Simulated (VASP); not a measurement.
Crystal: SnO.

```
Sn O
1.0
     3.81370    0.00000    0.00000
     0.00000    3.81370    0.00000
     0.00000    0.00000    4.88691
Sn O
2 2
Direct
  0.50000 0.00000 0.76463
  0.00000 0.50000 0.23537
  0.00000 0.00000 0.00000
  0.50000 0.50000 0.00000
```

Program: VASP 6.6.1. Alike in all runs: task single point; potentials or basis VASP PAW PBE potentials, release 64 (Sn_d, O); no spin polarisation; cell as given; cutoff (eV) 520.

Problem. Order these runs on this cell by their pressure, lowest first.
A. level r2SCAN; k mesh 7 × 7 × 6; smearing fermi-dirac 0.05 eV
B. level r2SCAN50; k mesh 4 × 4 × 3; smearing fermi-dirac 0.05 eV; grid for exact exchange (PRECFOCK) Normal; share of exact exchange 0.5
C. level BLYP; k mesh 7 × 7 × 6; smearing fermi-dirac 0.05 eV
D. level PBE; k mesh 7 × 7 × 6; smearing gaussian 0.029 eV
E. level PBEsol-based screened hybrid with 25 % exact exchange; k mesh 4 × 4 × 3; smearing fermi-dirac 0.05 eV; grid for exact exchange (PRECFOCK) Normal; share of exact exchange 0.25; screening parameter 0.207 1/Å

Solution. B (-5.1 GPa), E (-3.2 GPa), A (0.1 GPa), D (3.8 GPa), C (8.4 GPa).

Caveats: some runs use coarse meshes; the PAW data sets were made with another functional, which shifts forces and pressure a little (at least some runs); the cell stands under pressure (at least some runs).
